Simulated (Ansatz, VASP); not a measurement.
**One calculation of Na, two programs**

```
CELL_PARAMETERS angstrom
3.57865 0.00000 0.00000
-1.78933 3.09920 0.00000
0.00000 0.00000 6.30785
ATOMIC_POSITIONS crystal
Na 0.33333 0.66667 0.25000
Na 0.66667 0.33333 0.75000
```

Change from the starting cell: strain -0.050 along x and y, +0.025 along z, atoms carried along.

Alike in both runs: task single point; functional PBE; k mesh 15 × 15 × 8; occupations gaussian, width 0.15 eV; no spin polarisation.

|  | VASP | Ansatz |
| --- | --- | --- |
| version | VASP 6.6.1 | Ansatz 0.2.0 |
| potentials or method | VASP PAW PBE potentials, release 64 (Na_pv), cutoff 520 eV | scalar-relativistic, plane waves, PAW |
| valence electrons in the cell | 14 | 18 |

```tsv
	VASP	Ansatz	Ansatz less VASP
gap on the k mesh at the Fermi level (eV)	none	none	-
pressure (GPa)	0.5	0.5	+0.02
traceless stress, the component that is largest in VASP (GPa)	-0.70	-0.69	+0.003
```

A gap of «none» marks a metal or a gap that the smearing closes. VASP's potentials hold 14 valence electrons a cell and Ansatz's 18, so a difference there can come from the potentials and not from the codes.
